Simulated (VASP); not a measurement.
The system is Si2Mo.

```xyz
9
Lattice="4.5855 0.0000 0.0000 -2.2927 3.9711 0.0000 0.0000 0.0000 6.5798" Properties=species:S:1:pos:R:3 pbc="T T T"
Si   -1.1656    3.3204    5.4831
Si    1.1272    0.6508    1.0966
Si    2.2927    2.6696    3.2899
Si    3.4583    0.6508    5.4831
Si    1.1656    3.3204    1.0966
Si    0.0000    1.3015    3.2899
Mo    2.2927    0.0000    3.2899
Mo   -1.1464    1.9856    1.0966
Mo    1.1464    1.9856    5.4831
```

| Property | Result |
| --- | --- |
| Program | VASP 6.6.1 |
| Task | relaxation of cell and atoms |
| Functional | PBE |
| Potentials or basis | VASP PAW PBE potentials, release 64 (Si, Mo_sv) |
| Cutoff | 600 eV |
| k mesh | 6 × 6 × 4 |
| Occupations | fermi-dirac, width 0.02 eV |
| Spin | no spin polarisation |

At the start: pressure 3.7 GPa; volume 13.31 Å³/atom.

Task: Where does the relaxation end?

Result: Over 5 steps the energy falls by 2.6 meV/atom and the volume is 13.54 Å³/atom (+1.7 %); space group P6_222 (No. 180, to 0.05 Å).

The path:
| step | energy change (eV) | largest force (eV/Å) | pressure (GPa) | volume (Å³) |
| --- | --- | --- | --- | --- |
| 1 | 0.0000 | 0.0051 | 3.66 | 119.81 |
| 2 | 0.0319 | 0.0175 | -5.21 | 125.17 |
| 3 | -0.0230 | 0.0099 | -0.02 | 121.88 |
| 4 | -0.0230 | 0.0096 | 0.03 | 121.84 |
| 5 | -0.0232 | 0.0016 | 0.05 | 121.85 |

Final structure:
```yaml
crystal:
  lattice:
    - [4.61373, 0.00000, 0.00000]
    - [-2.30687, 3.99561, 0.00000]
    - [0.00000, 0.00000, 6.60968]
  atoms:
    - { symbol: Si, position: [0.16394, 0.83606, 0.83333] }
    - { symbol: Si, position: [0.32787, 0.16394, 0.16667] }
    - { symbol: Si, position: [0.83606, 0.67213, 0.50000] }
    - { symbol: Si, position: [0.83606, 0.16394, 0.83333] }
    - { symbol: Si, position: [0.67213, 0.83606, 0.16667] }
    - { symbol: Si, position: [0.16394, 0.32787, 0.50000] }
    - { symbol: Mo, position: [0.50000, 0.00000, 0.50000] }
    - { symbol: Mo, position: [0.00000, 0.50000, 0.16667] }
    - { symbol: Mo, position: [0.50000, 0.50000, 0.83333] }
```
